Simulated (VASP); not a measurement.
# K (Im-3m) in VASP: notebook

The runs below take K through single point, relaxation of cell and atoms, with r2SCAN.

All numbers are computed with VASP 6.6.1; they aren't measurements. Logs are shortened: lines on timing, memory, paths and dates and some standing lists are left out, and cuts for length are marked.

### Step 1. The cell of the first run

The structure is cubic, space group Im-3m (No. 229). The conventional cell has a = 5.443 Å, b = 5.443 Å, c = 5.443 Å, α = 90.00°, β = 90.00°, γ = 90.00°.

### Step 2. Single point, r2SCAN (volume scaled by 1.06)

POSCAR reads:

```
K
1.0
   -2.7216682634      2.7216682634      2.7216682634
    2.7216682634     -2.7216682634      2.7216682634
    2.7216682634      2.7216682634     -2.7216682634
K
1
Direct
    0.0000000000      0.0000000000      0.0000000000
```

INCAR.step1 reads:

```
ALGO     = Normal         # electronic algorithm
EDIFF    = 1E-4           # SCF threshold, eV
ENCUT    = 520            # plane-wave cutoff, eV
GGA      = PE             # functional
ISMEAR   = 0              # smearing method
LASPH    = True           # aspherical terms in the spheres
LCHARG   = False          # write CHGCAR
LREAL    = False          # projectors in reciprocal space
LWAVE    = True           # write WAVECAR
NBANDS   = 10             # bands
NELM     = 60             # most SCF steps
PREC     = Accurate       # precision mode
SIGMA    = 0.1            # smearing width, eV
```

INCAR.step2 reads:

```
ALGO     = Normal         # electronic algorithm
EDIFF    = 1E-7           # SCF threshold, eV
ENCUT    = 520            # plane-wave cutoff, eV
ISIF     = 2              # what is computed and relaxed
ISMEAR   = 0              # smearing method
ISTART   = 1            
LASPH    = True           # aspherical terms in the spheres
LCHARG   = False          # write CHGCAR
LMIXTAU  = True         
LREAL    = False          # projectors in reciprocal space
LWAVE    = False          # write WAVECAR
METAGGA  = R2SCAN         # meta-GGA
NBANDS   = 10             # bands
NELM     = 60             # most SCF steps
PREC     = Accurate       # precision mode
SIGMA    = 0.1            # smearing width, eV
```

KPOINTS reads:

```
k-points
0
Gamma
  12 12 12
```

Potentials or basis: VASP PAW PBE potentials, release 64 (K_sv).

The run is started by

```bash
$ cat potpaw_PBE.64/K_sv/POTCAR > POTCAR
$ cp INCAR.step1 INCAR
$ mpirun -np 1 vasp_std > vasp.out
$ cp INCAR.step2 INCAR
$ mpirun -np 1 vasp_std > vasp.out
```

OUTCAR:

```text
EDIFF = 1E-7
   ENCUT = 520
   ISIF = 2
   ISMEAR = 0
   ISTART = 1
   LASPH = True
   LREAL = False
   METAGGA = R2SCAN
   NELM = 60
   PREC = Accurate

 ion  position               nearest neighbor table
   1  0.000  0.000  0.000-

  LATTYP: Found a body centered cubic cell.
 ALAT       =     5.4433365268

  Lattice vectors:

 A1 = (  -2.7216682634,   2.7216682634,   2.7216682634)
 A2 = (   2.7216682634,  -2.7216682634,   2.7216682634)
 A3 = (   2.7216682634,   2.7216682634,  -2.7216682634)

Analysis of symmetry for initial positions (statically):
=====================================================================
 Subroutine PRICEL returns:
 Original cell was already a primitive cell.

 Routine SETGRP: Setting up the symmetry group for a
 body centered cubic supercell.

 Subroutine GETGRP returns: Found 48 space group operations
 (whereof 48 operations were pure point group operations)
 out of a pool of 48 trial point group operations.

The static configuration has the point symmetry O_h .

Analysis of symmetry for dynamics (positions and initial velocities):
=====================================================================
 Subroutine PRICEL returns:
 Original cell was already a primitive cell.

 Routine SETGRP: Setting up the symmetry group for a
 body centered cubic supercell.

 Subroutine GETGRP returns: Found 48 space group operations
 (whereof 48 operations were pure point group operations)
 out of a pool of 48 trial point group operations.

The dynamic configuration has the point symmetry O_h .

 Subroutine INISYM returns: Found 48 space group operations
 (whereof 48 operations are pure point group operations),
 and found     1 'primitive' translations

----------------------------------------------------------------------------------------

                                     Primitive cell

  volume of cell :      80.6428

  direct lattice vectors                    reciprocal lattice vectors
    -2.721668263  2.721668263  2.721668263     0.000000000  0.183710854  0.183710854
     2.721668263 -2.721668263  2.721668263     0.183710854  0.000000000  0.183710854
     2.721668263  2.721668263 -2.721668263     0.183710854  0.183710854  0.000000000

  length of vectors
     4.714067714  4.714067714  4.714067714     0.259806381  0.259806381  0.259806381

  position of ions in fractional coordinates (direct lattice)
     0.000000000  0.000000000  0.000000000

  ion indices of the primitive-cell ions
   primitive index   ion index
                 1           1

----------------------------------------------------------------------------------------

 KPOINTS: k-points

Automatic generation of k-mesh.
 Grid dimensions read from file:
 generate k-points for:   12   12   12

 Generating k-lattice:

  Cartesian coordinates                     Fractional coordinates (reciprocal lattice)
     0.000000000  0.015309238  0.015309238     0.083333333  0.000000000  0.000000000
     0.015309238  0.000000000  0.015309238     0.000000000  0.083333333  0.000000000
     0.015309238  0.015309238  0.000000000     0.000000000  0.000000000  0.083333333

  Length of vectors
     0.021650532  0.021650532  0.021650532

  Shift w.r.t. Gamma in fractional coordinates (k-lattice)
     0.000000000  0.000000000  0.000000000

 Subroutine IBZKPT returns following result:
 ===========================================

 Found     72 irreducible k-points:

 Following reciprocal coordinates:
            Coordinates               Weight
  0.000000  0.000000  0.000000      1.000000
  0.083333  0.000000  0.000000     12.000000
  0.166667  0.000000  0.000000     12.000000
  0.250000  0.000000  0.000000     12.000000
  0.333333  0.000000  0.000000     12.000000
  0.416667  0.000000  0.000000     12.000000
[... 16 lines left out ...]
  0.333333  0.083333  0.083333     24.000000
  0.416667  0.083333  0.083333     12.000000
 [... further k-points ...]
   k-points           NKPTS =     72   k-points in BZ     NKDIM =     72   number of bands    NBANDS=     10
   number of dos      NEDOS =    301   number of ions     NIONS =      1
   total plane-waves  NPLWV =  46656
   dimension x,y,z NGX =    36 NGY =   36 NGZ =   36
   dimension x,y,z NGXF=    72 NGYF=   72 NGZF=   72
   ions per type =               1
   NGX,Y,Z   is equivalent  to a cutoff of  12.70, 12.70, 12.70 a.u.
   NGXF,Y,Z  is equivalent  to a cutoff of  25.39, 25.39, 25.39 a.u.
 SYSTEM =  unknown system
   PREC   = accura    normal or accurate (medium, high low for compatibility)
   ISTART =      1    job   : 0-new  1-cont  2-samecut
   ICHARG =      0    charge: 1-file 2-atom 10-const
   ISPIN  =      1    spin polarized calculation?
   LNONCOLLINEAR =      F non collinear calculations
   LSORBIT =      F    spin-orbit coupling
   LASPH  =      T    aspherical Exc in radial PAW
   ENCUT  =  520.0 eV  38.22 Ry    6.18 a.u.   8.77  8.77  8.77*2*pi/ulx,y,z
   NELM   =     60;   NELMIN=  2; NELMDL=  0     # of ELM steps
   EDIFF  = 0.1E-06   stopping-criterion for ELM
   LREAL  =      F    real-space projection
   EDIFFG = 0.1E-05   stopping-criterion for IOM
   NSW    =      0    number of steps for IOM
   IBRION =     -1    ionic relax: 0-MD 1-quasi-New 2-CG
   NFREE  =      0    steps in history (QN), initial steepest desc. (CG)
   ISIF   =      2    stress and relaxation
   ISYM   =      2    0-nonsym 1-usesym 2-fastsym
   POTIM  = 0.5000    time-step for ionic-motion
   TEBEG  =    0.0;   TEEND  =   0.0 temperature during run
   PSTRESS=    0.0 pullay stress
   NELECT =       9.0000    total number of electrons
   NUPDOWN=      -1.0000    fix difference up-down
   EMIN   =  10.00;   EMAX   =-10.00  energy-range for DOS
   EFERMI =   0.00;   METHOD = LEGACY
   ISMEAR =     0;   SIGMA  =   0.10  broadening in eV -4-tet -1-fermi 0-gaus
   EFERMI_NEDOS =   21; number of points for ismear=-14 and -15
   IALGO  =     38    algorithm
   IMIX   =      4    mixing-type and parameters
     AMIX     =   0.40;   BMIX     =  1.00
     AMIX_MAG =   1.60;   BMIX_MAG =  1.00
  volume/ion in A,a.u.               =      80.64       544.20
  Fermi-wavevector in a.u.,A,eV,Ry     =   0.788195  1.489473  8.452643  0.621252
  Thomas-Fermi vector in A             =   1.893088
   LORBIT       =      0    0 simple, 1 ext, 2 COOP (PROOUT), +10 PAW based schemes
   METAGGA = R2SCAN    functional components
   LHFCALC =     F    Hartree Fock is set to
   AEXX    =    0.0000 exact exchange contribution
   IVDW    =     0    specifies the selected vdW correction
   LEPSILON=     F    determine dielectric tensor
   LRPA    =     F    only Hartree local field effects (RPA)
 non-spin polarized calculation
 Gauss-broadening in eV      SIGMA  =   0.10
  energy-cutoff  :      520.00
  volume of cell :       80.64
 maximum number of plane-waves:      2214
   NGX = 17   NGY = 17   NGZ = 17

 number of electron       8.9999999 magnetization

 Free energy of the ion-electron system (eV)
  ---------------------------------------------------
  ext. energy  EPLUGINS =         0.00000000
  ---------------------------------------------------
  free energy    TOTEN  =        -6.01087571 eV

  energy without entropy =       -6.00604067  energy(sigma->0) =       -6.00845819

 E-fermi :  -0.2730     XC(G=0):  -5.6790

 val. band max:       -0.2970435349   @ k =   0.2500   0.2500   0.0000
 cond. band min:      -0.2258824542   @ k =   0.3333   0.1667   0.0000
 fundamental gap:      0.0711610807
 Fermi energy:        -0.2729886863

 k-point     1 :       0.0000    0.0000    0.0000
  band No.  band energies     occupation
      1     -33.9760      2.00000
      2     -16.6522      2.00000
      3     -16.6522      2.00000
      4     -16.6522      2.00000
      5      -2.4316      2.00000
      6       4.4019      0.00000
      7       4.4019      0.00000
      8       4.4019      0.00000
      9       5.3118      0.00000
     10       5.3118      0.00000

 k-point     2 :       0.0833    0.0000    0.0000
  band No.  band energies     occupation
      1     -33.9758      2.00000
      2     -16.6556      2.00000
      3     -16.6533      2.00000
      4     -16.6522      2.00000
      5      -2.3459      2.00000
      6       4.2496      0.00000
      7       4.2771      0.00000
      8       4.4664      0.00000
      9       5.1401      0.00000
     10       5.2800      0.00000

 k-point     3 :       0.1667    0.0000    0.0000
  band No.  band energies     occupation
      1     -33.9753      2.00000
      2     -16.6648      2.00000
      3     -16.6564      2.00000
      4     -16.6522      2.00000
      5      -2.0918      2.00000
      6       3.6769      0.00000
      7       3.9898      0.00000
      8       4.6581      0.00000
      9       5.0571      0.00000
     10       5.2252      0.00000

 k-point     4 :       0.2500    0.0000    0.0000
  band No.  band energies     occupation
      1     -33.9746      2.00000
      2     -16.6773      2.00000
      3     -16.6606      2.00000
      4     -16.6522      2.00000
      5      -1.6787      2.00000
      6       2.8737      0.00000
      7       3.6763      0.00000
      8       4.9720      0.00000
      9       5.1259      0.00000
     10       5.2177      0.00000
[... 222 lines left out ...]
 k-point    22 :       0.2500    0.0833    0.0833
  band No.  band energies     occupation
      1     -33.9738      2.00000
      2     -16.6903      2.00000
      3     -16.6647      2.00000
      4     -16.6551      2.00000
      5      -0.9664      2.00000
      6       2.0750      0.00000
      7       2.9440      0.00000
      8       4.9101      0.00000
      9       5.4395      0.00000
     10       5.5599      0.00000

 k-point    23 :       0.3333    0.0833    0.0833
  band No.  band energies     occupation
      1     -33.9734      2.00000
      2     -16.6965      2.00000
      3     -16.6692      2.00000
      4     -16.6552      2.00000
      5      -0.2972      1.26771
      6       1.2655      0.00000
      7       2.7876      0.00000
      8       4.7362      0.00000
      9       5.6655      0.00000
     10       5.7353      0.00000

 k-point    24 :       0.4167    0.0833    0.0833
  band No.  band energies     occupation
      1     -33.9732      2.00000
      2     -16.6986      2.00000
      3     -16.6709      2.00000
      4     -16.6553      2.00000
      5       0.4405      0.00000
      6       0.4799      0.00000
      7       2.7349      0.00000
      8       4.6430      0.00000
      9       5.7878      0.00000
     10       5.8727      0.00000

 [... further k-points ...]

------------------------ aborting loop because EDIFF is reached ----------------------------------------

  FORCE on cell =-STRESS in cart. coord.  units (eV):
  Direction    XX          YY          ZZ          XY          YZ          ZX
  --------------------------------------------------------------------------------------
  -------------------------------------------------------------------------------------
  Total       -0.0953324     -0.0953324     -0.0953324     -0.0000000      0.0000000     -0.0000000
  in kB       -1.8940240     -1.8940240     -1.8940240     -0.0000000      0.0000000     -0.0000000
  external PRESSURE =      -1.8940240 kB  Pullay stress =       0.0000000 kB

 VOLUME and BASIS-vectors are now :
 -----------------------------------------------------------------------------
  energy-cutoff  :      520.00
  volume of cell :       80.64
      direct lattice vectors                 reciprocal lattice vectors
    -2.721668263  2.721668263  2.721668263     0.000000000  0.183710854  0.183710854
     2.721668263 -2.721668263  2.721668263     0.183710854  0.000000000  0.183710854
     2.721668263  2.721668263 -2.721668263     0.183710854  0.183710854  0.000000000

 POSITION                                       TOTAL-FORCE (eV/Angst)
 -----------------------------------------------------------------------------------
      0.00000      0.00000      0.00000        -0.000000     -0.000000      0.000000
 -----------------------------------------------------------------------------------
    total drift:                               -0.000000     -0.000000      0.000000

  FREE ENERGIE OF THE ION-ELECTRON SYSTEM (eV)
  ---------------------------------------------------
  free  energy   TOTEN  =        -6.0108757144 eV

  energy  without entropy=       -6.0060406721  energy(sigma->0) =       -6.00845819
```

Run time: 4.3 min. Hardware: 1 thread of Oxide Virtual Turin-like, shared host; peak memory 0.21 GiB.

What came out:

```yaml
Free_energy: -6.0109 eV
Pressure: -0.2 GPa
```

Levels at points of the mesh, in eV from the Fermi level:
| k point | band 1 | band 2 | band 3 | band 4 | band 5 | band 6 | band 7 | band 8 | band 9 |
| --- | --- | --- | --- | --- | --- | --- | --- | --- | --- |
| (0.00, 0.00, 0.00) | -33.70 | -16.38 | -16.38 | -16.38 | -2.16 | 4.67 | 4.67 | 4.67 | 5.58 |
| (0.50, 0.00, 0.00) | -33.70 | -16.43 | -16.40 | -16.38 | 0.59 | 0.61 | 3.47 | 5.25 | 6.11 |
| (0.50, 0.50, 0.50) | -33.70 | -16.42 | -16.42 | -16.42 | 1.84 | 1.84 | 3.54 | 3.54 | 3.54 |

Caveat: the cell differs from its parent crystal (volume scaled by 1.06); the PAW data sets were made with another functional, which shifts forces and pressure a little.

### Step 3. Relaxation of cell and atoms, r2SCAN

This run uses another cell than the first one, of 71.32 Å³/atom, 0.884 times its volume.

POSCAR reads:

```
K
1.0
   -2.6125000000      2.6125000000      2.6125000000
    2.6125000000     -2.6125000000      2.6125000000
    2.6125000000      2.6125000000     -2.6125000000
K
1
Direct
    0.0000000000      0.0000000000      0.0000000000
```

INCAR.step1 reads:

```
SYSTEM = K
PREC = Accurate ; ENCUT = 600
ISMEAR = 0 ; SIGMA = 0.1
LREAL = .FALSE. ; LASPH = .TRUE.
NELM = 100 ; GGA = PE
ALGO = Normal ; EDIFF = 1E-4
LWAVE = .TRUE. ; LCHARG = .FALSE.
```

INCAR.step2 reads:

```
SYSTEM = K
PREC = Accurate ; ENCUT = 600
EDIFF = 1E-6 ; ISMEAR = 0
SIGMA = 0.1 ; LREAL = .FALSE.
LASPH = .TRUE. ; NELM = 100
ALGO = Normal ; ISIF = 3
LWAVE = .FALSE. ; LCHARG = .FALSE.
METAGGA = R2SCAN ; LMIXTAU = .TRUE.
IBRION = 2 ; NSW = 100
EDIFFG = -0.005 ; ISTART = 1
```

KPOINTS reads:

```
Automatic mesh
0
G
  12 12 12
  0 0 0
```

Potentials or basis: VASP PAW PBE potentials, release 64 (K_sv).

The run is started by

```bash
$ cat potpaw_PBE.64/K_sv/POTCAR > POTCAR
$ cp INCAR.step1 INCAR
$ mpirun -np 1 vasp_std > vasp.out
$ cp INCAR.step2 INCAR
$ mpirun -np 1 vasp_std > vasp.out
```

Run time: 10 min. Hardware: 1 thread of Oxide Virtual Turin-like, shared host; peak memory 0.22 GiB.

The run converged. Its results:

| Quantity | Value |
| --- | --- |
| Free energy | -6.0137 eV |
| Relaxed volume | 76.39 Å³/atom |
| Relaxed cell | a = 4.630 Å, b = 4.630 Å, c = 4.630 Å, α = 109.47°, β = 109.47°, γ = 109.47° |
| Space group after relaxing (to 0.05 Å) | Im-3m (No. 229) |
| Energy gained by relaxing | 4.1 meV/atom |
| Ionic steps | 3 |
| Pressure after relaxing | 0.0 GPa |

The path:
| step | energy change (eV) | largest force (eV/Å) | pressure (GPa) | volume (Å³) |
| --- | --- | --- | --- | --- |
| 1 | 0.0000 | 0.0000 | 0.27 | 71.32 |
| 2 | -0.0019 | 0.0000 | 0.20 | 72.58 |
| 3 | -0.0041 | 0.0000 | -0.01 | 76.39 |

Final structure:
```
K
1.0
    -2.67299    2.67299    2.67299
     2.67299   -2.67299    2.67299
     2.67299    2.67299   -2.67299
K
1
Cartesian
  0.0000 0.0000 0.0000
```

Levels at points of the mesh, in eV from the Fermi level:
```tsv
k point	band 2	band 3	band 4	band 5	band 6	band 7
(0.00, 0.00, 0.00)	-16.34	-16.34	-16.34	-2.23	4.73	4.73
(0.50, 0.00, 0.00)	-16.40	-16.36	-16.34	0.59	0.64	3.49
(0.50, 0.50, 0.50)	-16.38	-16.38	-16.38	1.82	1.82	3.69
```

Caveat: the PAW data sets were made with another functional, which shifts forces and pressure a little. Zero-point motion and thermal expansion aren't in these numbers.
